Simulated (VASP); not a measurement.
Runs of VASP 6.6.1 on Rb. The structure is that of space group P6_3/mmc (No. 194), or close to it. The cells are those of the table. 

```tsv
task	cell	k mesh	cutoff (eV)	gap on the mesh (eV)	pressure (GPa)	largest force (eV/Å)
single point	a = 4.961, b = 4.961, c = 8.059 Å, angles 90.0, 90.0, 120.0°, 2 atoms	12 × 12 × 8	520	none	(a)	-
single point	a = 4.853, b = 4.853, c = 7.884 Å, angles 90.0, 90.0, 120.0°, 2 atoms	12 × 12 × 8	520	none	0.4	-
single point	a = 4.908, b = 4.908, c = 7.972 Å, angles 90.0, 90.0, 120.0°, 2 atoms	12 × 12 × 8	520	none	0.3	-
relaxation of cell and atoms	relaxed from a = 4.981, b = 4.981, c = 8.155 Å, angles 90.0, 90.0, 120.0°, 2 atoms	6 × 6 × 2	600	none	0.0	0.02
single point	a = 4.981, b = 4.981, c = 8.155 Å, angles 90.0, 90.0, 120.0°, 2 atoms	3 × 3 × 2	520	none	0.1	(b)
```

Alike in all rows: level PBE; potentials or basis VASP PAW PBE potentials, release 64 (Rb_sv); no spin polarisation; smearing gaussian 0.1 eV.

Task: Estimate the missing entries.

Result: (a) 0.2; (b) 0.01.

Caveats: some runs use coarse meshes.

A k mesh can miss the band edges, and the runs leave out spin-orbit coupling on Rb.

A gap of «none» marks levels without a gap at the run's occupations.
